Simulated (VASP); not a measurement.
# GaP (I-4m2) in VASP: further runs, part 2 of 2

VASP 6.6.1. The steps go on from the part before.

## Step 5: Single point, r2SCAN (strain +0.0750 x Voigt [1, 0, 0, 0, 0, 0])

POSCAR reads:

```
GaP
1.0
    0.0000000000      2.7252500000      2.7252500000
    2.9296437500      0.0000000000      2.7252500000
    2.9296437500      2.7252500000      0.0000000000
Ga P
1 1
Direct
    0.0000000000      0.0000000000      0.0000000000
    0.7500000000      0.7500000000      0.7500000000
```

INCAR.step1 reads:

```
  ALGO = Normal
  EDIFF = 1E-4
  ENCUT = 520
  GGA = PE
  ISMEAR = 0
  LASPH = True
  LCHARG = False
  LREAL = False
  LWAVE = True
  NBANDS = 16
  NELM = 100
  PREC = Accurate
  SIGMA = 0.05
```

INCAR.step2 reads:

```
  ALGO = Normal
  EDIFF = 1E-6
  ENCUT = 520
  ISIF = 2
  ISMEAR = 0
  ISTART = 1
  LASPH = True
  LCHARG = False
  LMIXTAU = True
  LREAL = False
  LWAVE = False
  METAGGA = R2SCAN
  NBANDS = 16
  NELM = 100
  PREC = Accurate
  SIGMA = 0.05
```

KPOINTS reads:

```
k-points
0
Gamma
  8 8 8
```

On the command line:

```console
cat potpaw_PBE.64/Ga_d/POTCAR potpaw_PBE.64/P/POTCAR > POTCAR
cp INCAR.step1 INCAR
mpirun -np 1 vasp_std > vasp.out
cp INCAR.step2 INCAR
mpirun -np 1 vasp_std > vasp.out
```

It took 78 s on 1 thread of Intel Xeon 6975P-C (Granite Rapids), shared host; peak memory 0.19 GiB.

It converged, with:

```yaml
Free_energy: -21.3672 eV
Pressure: -5.5 GPa
Band_gap_on_the_k_mesh: 1.52 eV, direct
```

Stress tensor (GPa, compression positive):
```
-9.75  0.00  0.00
 0.00 -3.31  0.00
 0.00  0.00 -3.31
```

Levels at points of the mesh, in eV from the valence-band top:
| k point | band 7 | band 8 | band 9 | band 10 | band 11 | band 12 |
| --- | --- | --- | --- | --- | --- | --- |
| (0.00, 0.00, 0.00) | -0.46 | 0.00 | 0.00 | 1.52 | 4.02 | 4.02 |
| (0.50, 0.00, 0.00) | -6.58 | -1.51 | -0.90 | 1.54 | 4.80 | 5.18 |
| (0.50, 0.50, 0.00) | -6.60 | -2.86 | -2.82 | 1.75 | 1.77 | 10.29 |
| (0.00, 0.50, 0.50) | -7.06 | -2.36 | -2.36 | 2.25 | 2.47 | 10.62 |

Caveat: the cell differs from its parent crystal (strain +0.0750 x Voigt [1, 0, 0, 0, 0, 0]); the PAW data sets were made with another functional, which shifts forces and pressure a little. A k mesh can miss the band edges.

## Step 6: Single point, r2SCAN (strain +0.0875 x Voigt [1, 0, 0, 0, 0, 0])

POSCAR reads:

```
GaP
1.0
    0.0000000000      2.7252500000      2.7252500000
    2.9637093750      0.0000000000      2.7252500000
    2.9637093750      2.7252500000      0.0000000000
Ga P
1 1
Direct
    0.0000000000      0.0000000000      0.0000000000
    0.7500000000      0.7500000000      0.7500000000
```

INCAR.step1 reads:

```
SYSTEM = GaP
ALGO = Normal
EDIFF = 1E-4
ENCUT = 520
GGA = PE
ISMEAR = 0
LASPH = .True.
LCHARG = .False.
LREAL = .False.
LWAVE = .True.
NBANDS = 16
NELM = 100
PREC = Accurate
SIGMA = 0.05
```

INCAR.step2 reads:

```
SYSTEM = GaP
ALGO = Normal
EDIFF = 1E-7
ENCUT = 520
ISIF = 2
ISMEAR = 0
ISTART = 1
LASPH = .True.
LCHARG = .False.
LMIXTAU = .True.
LREAL = .False.
LWAVE = .False.
METAGGA = R2SCAN
NBANDS = 16
NELM = 100
PREC = Accurate
SIGMA = 0.05
```

KPOINTS reads:

```
k-points
0
Gamma
  8 8 8
  0 0 0
```

Potentials or basis: VASP PAW PBE potentials, release 64 (Ga_d, P).

On the command line:

```console
cat potpaw_PBE.64/Ga_d/POTCAR potpaw_PBE.64/P/POTCAR > POTCAR
cp INCAR.step1 INCAR
mpirun -np 1 vasp_std > vasp.out
cp INCAR.step2 INCAR
mpirun -np 1 vasp_std > vasp.out
```

Wall time 1.7 min (1 thread of Intel Xeon 6975P-C (Granite Rapids), shared host); peak memory 0.19 GiB.

Results (log left out):

```
Free energy            : -21.3340 eV
Pressure               : -6.2 GPa
Band gap on the k mesh : 1.37 eV, direct
```

Stress tensor (GPa, compression positive):
```
-11.22   0.00   0.00
  0.00  -3.67   0.00
  0.00   0.00  -3.67
```

Levels at points of the mesh, in eV from the valence-band top:
```tsv
k point	band 7	band 8	band 9	band 10	band 11	band 12
(0.00, 0.00, 0.00)	-0.53	0.00	0.00	1.37	3.99	3.99
(0.50, 0.00, 0.00)	-6.54	-1.56	-0.86	1.45	4.78	5.20
(0.50, 0.50, 0.00)	-6.55	-2.86	-2.82	1.72	1.72	10.08
(0.00, 0.50, 0.50)	-7.08	-2.29	-2.29	2.30	2.52	10.49
```

Caveat: the cell differs from its parent crystal (strain +0.0875 x Voigt [1, 0, 0, 0, 0, 0]); the PAW data sets were made with another functional, which shifts forces and pressure a little. A k mesh can miss the band edges.

## Step 7: Single point, r2SCAN (strain +0.1000 x Voigt [1, 0, 0, 0, 0, 0])

POSCAR reads:

```
GaP
1.0
    0.0000000000      2.7252500000      2.7252500000
    2.9977750000      0.0000000000      2.7252500000
    2.9977750000      2.7252500000      0.0000000000
Ga P
1 1
Direct
    0.0000000000      0.0000000000      0.0000000000
    0.7500000000      0.7500000000      0.7500000000
```

INCAR.step1 reads:

```
SYSTEM = GaP
ALGO     = Normal         ! electronic algorithm
EDIFF    = 1E-4           ! SCF threshold, eV
ENCUT    = 520            ! plane-wave cutoff, eV
GGA      = PE             ! functional
ISMEAR   = 0              ! smearing method
LASPH    = .True.         ! aspherical terms in the spheres
LCHARG   = .False.        ! write CHGCAR
LREAL    = .False.        ! projectors in reciprocal space
LWAVE    = .True.         ! write WAVECAR
NBANDS   = 16             ! bands
NELM     = 60             ! most SCF steps
PREC     = Accurate       ! precision mode
SIGMA    = 0.05           ! smearing width, eV
```

INCAR.step2 reads:

```
SYSTEM = GaP
ALGO     = Normal         ! electronic algorithm
EDIFF    = 1E-7           ! SCF threshold, eV
ENCUT    = 520            ! plane-wave cutoff, eV
ISIF     = 2              ! what is computed and relaxed
ISMEAR   = 0              ! smearing method
ISTART   = 1            
LASPH    = .True.         ! aspherical terms in the spheres
LCHARG   = .False.        ! write CHGCAR
LMIXTAU  = .True.       
LREAL    = .False.        ! projectors in reciprocal space
LWAVE    = .False.        ! write WAVECAR
METAGGA  = R2SCAN         ! meta-GGA
NBANDS   = 16             ! bands
NELM     = 60             ! most SCF steps
PREC     = Accurate       ! precision mode
SIGMA    = 0.05           ! smearing width, eV
```

KPOINTS is that of step 6.

On the command line:

```console
cat potpaw_PBE.64/Ga_d/POTCAR potpaw_PBE.64/P/POTCAR > POTCAR
cp INCAR.step1 INCAR
mpirun -np 1 vasp_std > vasp.out
cp INCAR.step2 INCAR
mpirun -np 1 vasp_std > vasp.out
```

Wall time 1.8 min (1 thread of Intel Xeon 6975P-C (Granite Rapids), shared host); peak memory 0.19 GiB.

It converged, with:

| Item | Value |
| --- | --- |
| Free energy | -21.2963 eV |
| Pressure | -6.8 GPa |
| Band gap on the k mesh | 1.23 eV, direct |

Stress tensor (GPa, compression positive):
```
-12.59   0.00   0.00
  0.00  -3.97   0.00
  0.00   0.00  -3.97
```

Levels at points of the mesh, in eV from the valence-band top:
```tsv
k point	band 5	band 6	band 7	band 8	band 9	band 10	band 11	band 12	band 13	band 14
(0.00, 0.00, 0.00)	-14.99	-12.51	-0.61	0.00	0.00	1.23	3.97	3.97	4.22	8.62
(0.50, 0.00, 0.00)	-14.98	-10.65	-6.50	-1.62	-0.82	1.35	4.76	5.21	8.44	10.56
(0.50, 0.50, 0.00)	-14.97	-9.72	-6.50	-2.87	-2.82	1.67	1.70	9.87	9.95	10.93
(0.00, 0.50, 0.50)	-15.00	-10.11	-7.09	-2.23	-2.23	2.35	2.57	10.29	10.37	10.37
```

Caveat: the cell differs from its parent crystal (strain +0.1000 x Voigt [1, 0, 0, 0, 0, 0]); the PAW data sets were made with another functional, which shifts forces and pressure a little. A k mesh can miss the band edges.

## Step 8: The runs side by side

```csv
cell,gap on the mesh (eV),pressure (GPa)
"a = 3.854, b = 3.666, c = 3.666 Å, angles 63.4, 58.3, 58.3°, 2 atoms",0.65,11.3
"a = 3.854, b = 3.712, c = 3.712 Å, angles 62.5, 58.7, 58.7°, 2 atoms",0.98,7.9
"a = 3.854, b = 3.759, c = 3.759 Å, angles 61.7, 59.2, 59.2°, 2 atoms",1.29,5.0
"a = 3.854, b = 4.001, c = 4.001 Å, angles 57.6, 61.2, 61.2°, 2 atoms",1.52,-5.5
"a = 3.854, b = 4.026, c = 4.026 Å, angles 57.2, 61.4, 61.4°, 2 atoms",1.37,-6.2
"a = 3.854, b = 4.051, c = 4.051 Å, angles 56.8, 61.6, 61.6°, 2 atoms",1.23,-6.8
```

Alike in all rows: task single point; level r2SCAN; potentials or basis VASP PAW PBE potentials, release 64 (Ga_d, P); no spin polarisation; k mesh 8 × 8 × 8; cutoff (eV) 520; smearing gaussian 0.05 eV.

Caveats: the PAW data sets were made with another functional, which shifts forces and pressure a little.

Total energies depend on the potentials used, so only differences within one code and one set of settings carry meaning.
